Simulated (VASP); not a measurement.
# W4C in VASP: a series of runs

The runs below take W4C through relaxation of the atoms, with PBE.

Program: VASP 6.6.1. These are calculated values, not measurements. Logs are shortened: lines on timing, memory, paths and dates and some standing lists are left out, and cuts for length are marked.

### Step 1. The cell of the first run

The cell holds a slab with vacuum, 5 atoms: a = 3.184 Å, b = 3.184 Å, c = 20.143 Å, α = 90.00°, β = 90.00°, γ = 90.00°.

### Step 2. Relaxation of the atoms, PBE

File INCAR:

```
SYSTEM = W4C
PREC = Accurate
ENCUT = 520
EDIFF = 1E-6
ISMEAR = 0
SIGMA = 0.1
LREAL = .False.
LASPH = .True.
NELM = 100
ALGO = Fast
ISIF = 2
LWAVE = .False.
LCHARG = .False.
LDIPOL = .True.
IDIPOL = 3
DIPOL = 0.5 0.5 0.354
GGA = PE
IBRION = 2
NSW = 36
EDIFFG = -0.025
```

File KPOINTS:

```
regular mesh
0
Gamma
  8 8 1
  0 0 0
```

File POSCAR:

```
W4C
1.0
    3.1836991688      0.0000000000      0.0000000000
    0.0000000000      3.1836991688      0.0000000000
    0.0000000000      0.0000000000     20.1425775749
W C
4 1
Selective dynamics
Direct
    0.5000000000      0.5000000000      0.1985843165  F F F
    0.0000000000      0.0000000000      0.2776134069  F F F
    0.5000000000      0.5000000000      0.3599451800  F F F
    0.0000000000      0.0000000000      0.4290700901  F F F
    0.0000000000      0.3750000000      0.5065179735  F F T
```

Potentials or basis: VASP PAW PBE potentials, release 64 (W_sv, C).

On the command line:

```bash
$ cat potpaw_PBE.64/W_sv/POTCAR potpaw_PBE.64/C/POTCAR > POTCAR
$ mpirun -np 1 vasp_std > vasp.out
```

OUTCAR:

```text
SYSTEM = W4C
   PREC = Accurate
   ENCUT = 520
   EDIFF = 1E-6
   ISMEAR = 0
   LREAL = .False.
   LASPH = .True.
   NELM = 100
   ISIF = 2
   GGA = PE
   IBRION = 2
   NSW = 36
   EDIFFG = -0.025

 ion  position               nearest neighbor table
   1  0.500  0.500  0.199-   2 2.76   2 2.76   2 2.76   2 2.76   3 3.25
   2  0.000  0.000  0.278-   1 2.76   1 2.76   1 2.76   1 2.76   3 2.80   3 2.80   3 2.80   3 2.80
                             4 3.05
   3  0.500  0.500  0.360-   4 2.65   4 2.65   4 2.65   4 2.65   2 2.80   2 2.80   2 2.80   2 2.80
                             1 3.25
   4  0.000  0.000  0.429-   5 1.96   5 2.53   3 2.65   3 2.65   3 2.65   3 2.65   2 3.05
   5  0.000  0.375  0.507-   4 1.96   4 2.53

  LATTYP: Found a simple tetragonal cell.
 ALAT       =     3.1836991688
 C/A-ratio  =     6.3267841925

  Lattice vectors:

 A1 = (   3.1836991688,   0.0000000000,   0.0000000000)
 A2 = (   0.0000000000,   3.1836991688,   0.0000000000)
 A3 = (   0.0000000000,   0.0000000000,  20.1425775749)

Analysis of symmetry for initial positions (statically):
=====================================================================
 Subroutine PRICEL returns:
 Original cell was already a primitive cell.

 Routine SETGRP: Setting up the symmetry group for a
 simple tetragonal supercell.

 Subroutine GETGRP returns: Found  2 space group operations
 (whereof  2 operations were pure point group operations)
 out of a pool of 16 trial point group operations.

The static configuration has the point symmetry C_1h.

Analysis of symmetry for dynamics (positions and initial velocities):
=====================================================================
 Subroutine PRICEL returns:
 Original cell was already a primitive cell.

 Routine SETGRP: Setting up the symmetry group for a
 simple tetragonal supercell.

 Subroutine GETGRP returns: Found  2 space group operations
 (whereof  2 operations were pure point group operations)
 out of a pool of 16 trial point group operations.

The dynamic configuration has the point symmetry C_1h.

Analysis of constrained symmetry for selective dynamics:
=====================================================================
 Subroutine PRICEL returns:
 Original cell was already a primitive cell.

 Routine SETGRP: Setting up the symmetry group for a
 simple tetragonal supercell.

 Subroutine GETGRP returns: Found  2 space group operations
 (whereof  2 operations were pure point group operations)
 out of a pool of 16 trial point group operations.

The constrained configuration has the point symmetry C_1h.

 Subroutine INISYM returns: Found  2 space group operations
 (whereof  2 operations are pure point group operations),
 and found     1 'primitive' translations

----------------------------------------------------------------------------------------

                                     Primitive cell

  volume of cell :     204.1640

  direct lattice vectors                    reciprocal lattice vectors
     3.183699169  0.000000000  0.000000000     0.314100029  0.000000000  0.000000000
     0.000000000  3.183699169  0.000000000     0.000000000  0.314100029  0.000000000
     0.000000000  0.000000000 20.142577575     0.000000000  0.000000000  0.049646079

  length of vectors
     3.183699169  3.183699169 20.142577575     0.314100029  0.314100029  0.049646079

  position of ions in fractional coordinates (direct lattice)
     0.500000000  0.500000000  0.198584317
     0.000000000  0.000000000  0.277613407
     0.500000000  0.500000000  0.359945180
     0.000000000  0.000000000  0.429070090
     0.000000000  0.375000000  0.506517974

  ion indices of the primitive-cell ions
   primitive index   ion index
                 1           1
                 2           2
                 3           3
                 4           4
                 5           5

----------------------------------------------------------------------------------------

 KPOINTS: regular mesh

Automatic generation of k-mesh.
 Grid dimensions read from file:
 generate k-points for:    8    8    1

 Generating k-lattice:

  Cartesian coordinates                     Fractional coordinates (reciprocal lattice)
     0.039262504  0.000000000  0.000000000     0.125000000  0.000000000  0.000000000
     0.000000000  0.039262504  0.000000000     0.000000000  0.125000000  0.000000000
     0.000000000  0.000000000  0.049646079     0.000000000  0.000000000  1.000000000

  Length of vectors
     0.039262504  0.039262504  0.049646079

  Shift w.r.t. Gamma in fractional coordinates (k-lattice)
     0.000000000  0.000000000  0.000000000

 Subroutine IBZKPT returns following result:
 ===========================================

 Found     25 irreducible k-points:

 Following reciprocal coordinates:
            Coordinates               Weight
  0.000000  0.000000  0.000000      1.000000
  0.125000  0.000000  0.000000      2.000000
  0.000000  0.125000  0.000000      2.000000
  0.250000  0.000000  0.000000      2.000000
  0.000000  0.250000  0.000000      2.000000
  0.375000  0.000000  0.000000      2.000000
[... 16 lines left out ...]
  0.500000  0.375000  0.000000      2.000000
 -0.375000  0.500000  0.000000      2.000000
   k-points           NKPTS =     25   k-points in BZ     NKDIM =     25   number of bands    NBANDS=     36
   number of dos      NEDOS =    301   number of ions     NIONS =      5
   total plane-waves  NPLWV =  86400
   dimension x,y,z NGX =    24 NGY =   24 NGZ =  150
   dimension x,y,z NGXF=    48 NGYF=   48 NGZF=  300
   ions per type =               4   1
   NGX,Y,Z   is equivalent  to a cutoff of  12.53, 12.53, 12.38 a.u.
   NGXF,Y,Z  is equivalent  to a cutoff of  25.06, 25.06, 24.76 a.u.
 SYSTEM =  W4C
   PREC   = accura    normal or accurate (medium, high low for compatibility)
   ISTART =      0    job   : 0-new  1-cont  2-samecut
   ICHARG =      2    charge: 1-file 2-atom 10-const
   ISPIN  =      1    spin polarized calculation?
   LNONCOLLINEAR =      F non collinear calculations
   LSORBIT =      F    spin-orbit coupling
   LASPH  =      T    aspherical Exc in radial PAW
   ENCUT  =  520.0 eV  38.22 Ry    6.18 a.u.   5.92  5.92 37.45*2*pi/ulx,y,z
   NELM   =    100;   NELMIN=  2; NELMDL= -5     # of ELM steps
   EDIFF  = 0.1E-05   stopping-criterion for ELM
   LREAL  =      F    real-space projection
   EDIFFG = -.3E-01   stopping-criterion for IOM
   NSW    =     36    number of steps for IOM
   IBRION =      2    ionic relax: 0-MD 1-quasi-New 2-CG
   NFREE  =      1    steps in history (QN), initial steepest desc. (CG)
   ISIF   =      2    stress and relaxation
   ISYM   =      2    0-nonsym 1-usesym 2-fastsym
   POTIM  = 0.5000    time-step for ionic-motion
   TEBEG  =    0.0;   TEEND  =   0.0 temperature during run
   PSTRESS=    0.0 pullay stress
   NELECT =      60.0000    total number of electrons
   NUPDOWN=      -1.0000    fix difference up-down
   EMIN   =  10.00;   EMAX   =-10.00  energy-range for DOS
   EFERMI =   0.00;   METHOD = LEGACY
   ISMEAR =     0;   SIGMA  =   0.10  broadening in eV -4-tet -1-fermi 0-gaus
   EFERMI_NEDOS =   21; number of points for ismear=-14 and -15
   IALGO  =     68    algorithm
   IMIX   =      4    mixing-type and parameters
     AMIX     =   0.40;   BMIX     =  1.00
     AMIX_MAG =   1.60;   BMIX_MAG =  1.00
  volume/ion in A,a.u.               =      40.83       275.55
  Fermi-wavevector in a.u.,A,eV,Ry     =   1.088426  2.056827 16.118428  1.184671
  Thomas-Fermi vector in A             =   2.224607
   LORBIT       =      0    0 simple, 1 ext, 2 COOP (PROOUT), +10 PAW based schemes
   GGA     = PE    functional components
   LHFCALC =     F    Hartree Fock is set to
   AEXX    =    0.0000 exact exchange contribution
   IVDW    =     0    specifies the selected vdW correction
   LEPSILON=     F    determine dielectric tensor
   LRPA    =     F    only Hartree local field effects (RPA)
 conjugate gradient relaxation of ions
 non-spin polarized calculation
 RMM-DIIS sequential band-by-band and
 Gauss-broadening in eV      SIGMA  =   0.10
  energy-cutoff  :      520.00
  volume of cell :      204.16
 maximum number of plane-waves:      5576
   NGX = 11   NGY = 11   NGZ = 75

 dipolmoment           0.000000      0.000000     -0.411004 electrons x Angstroem

--------------------------------------- Ionic step        1  -------------------------------------------

 number of electron      59.9999991 magnetization

 Free energy of the ion-electron system (eV)
  ---------------------------------------------------
  ext. energy  EPLUGINS =         0.00000000
  ---------------------------------------------------
  free energy    TOTEN  =       -53.13388800 eV

  energy without entropy =      -53.10662029  energy(sigma->0) =      -53.12025414

------------------------ aborting loop because EDIFF is reached ----------------------------------------

  FORCE on cell =-STRESS in cart. coord.  units (eV):
  Direction    XX          YY          ZZ          XY          YZ          ZX
  --------------------------------------------------------------------------------------
  -------------------------------------------------------------------------------------
  Total       -2.6913657     -6.3235868     -3.7694466      0.0000000      1.3630415      0.0000000
  in kB      -21.1205002    -49.6243661    -29.5807433      0.0000000     10.6964721      0.0000000
  external PRESSURE =     -33.4418699 kB  Pullay stress =       0.0000000 kB
[... 63 lines left out ...]
  energy  without entropy=      -53.2390610205  energy(sigma->0) =      -53.25304519

--------------------------------------- Ionic step        3  -------------------------------------------

 number of electron      59.9999991 magnetization

 dipolmoment           0.000000      0.000000      0.134319 electrons x Angstroem

 Free energy of the ion-electron system (eV)
  ---------------------------------------------------
  ext. energy  EPLUGINS =         0.00000000
  ---------------------------------------------------
  free energy    TOTEN  =       -53.29215246 eV

  energy without entropy =      -53.26419625  energy(sigma->0) =      -53.27817435

 E-fermi :   0.2612     XC(G=0):  -5.8331

 val. band max:        0.2565600592   @ k =   0.0000   0.2500   0.0000
 cond. band min:       0.2749412375   @ k =  -0.1250   0.2500   0.0000
 fundamental gap:      0.0183811783
 Fermi energy:         0.2611752584

 k-point     1 :       0.0000    0.0000    0.0000
  band No.  band energies     occupation
      1     -73.7412      2.00000
      2     -73.6792      2.00000
      3     -73.5776      2.00000
      4     -73.1509      2.00000
      5     -38.1908      2.00000
      6     -38.1376      2.00000
[... 925 lines left out ...]
     35       2.7215      0.00000
     36       3.0870      0.00000

 [... further k-points ...]

------------------------ aborting loop because EDIFF is reached ----------------------------------------

 vacuum level on the upper side and lower side of the slab       (xc-potential included)         0.977        -1.366

  FORCE on cell =-STRESS in cart. coord.  units (eV):
  Direction    XX          YY          ZZ          XY          YZ          ZX
  --------------------------------------------------------------------------------------
  -------------------------------------------------------------------------------------
  Total       -2.0151859     -4.0288204     -0.4322913      0.0000000      3.5825936      0.0000000
  in kB      -15.8141777    -31.6161804     -3.3924073      0.0000000     28.1144137      0.0000000
  external PRESSURE =     -16.9409218 kB  Pullay stress =       0.0000000 kB

 VOLUME and BASIS-vectors are now :
 -----------------------------------------------------------------------------
  energy-cutoff  :      520.00
  volume of cell :      204.16
      direct lattice vectors                 reciprocal lattice vectors
     3.183699169  0.000000000  0.000000000     0.314100029  0.000000000  0.000000000
     0.000000000  3.183699169  0.000000000     0.000000000  0.314100029  0.000000000
     0.000000000  0.000000000 20.142577575     0.000000000  0.000000000  0.049646079
[... 11 lines left out ...]
  FREE ENERGIE OF THE ION-ELECTRON SYSTEM (eV)
  ---------------------------------------------------
  free  energy   TOTEN  =       -53.2921524604 eV

  energy  without entropy=      -53.2641962454  energy(sigma->0) =      -53.27817435

 reached required accuracy - stopping structural energy minimisation

 vacuum level on the upper side and lower side of the slab         6.625         4.201
```

It took 18 min on 1 thread of Oxide Virtual Turin-like, shared host; peak memory 0.35 GiB.

Results:

- Free energy: -53.2922 eV
- Energy gained by relaxing: 31.7 meV/atom
- Ionic steps: 3
- Band gap on the k mesh: zero (bands 30 and 31 overlap by 0.71 eV)

Step by step:
| step | energy change (eV) | largest force on free atoms (eV/Å) | pressure (GPa) |
| --- | --- | --- | --- |
| 1 | 0.0000 | 1.9385 | -3.34 |
| 2 | -0.1331 | 0.8508 | -2.40 |
| 3 | -0.1583 | 0.0113 | -1.69 |

Final structure:
```yaml
crystal:
  lattice:
    - [3.18370, 0.00000, 0.00000]
    - [0.00000, 3.18370, 0.00000]
    - [0.00000, 0.00000, 20.14258]
  atoms:
    - { symbol: W, position: [0.50000, 0.50000, 0.19858] }
    - { symbol: W, position: [0.00000, 0.00000, 0.27761] }
    - { symbol: W, position: [0.50000, 0.50000, 0.35995] }
    - { symbol: W, position: [0.00000, 0.00000, 0.42907] }
    - { symbol: C, position: [0.00000, 0.37500, 0.49899] }
```

Caveat: spin-orbit coupling is left out, which moves the levels of the heavy elements.

(Continued in part 2 of 2.)
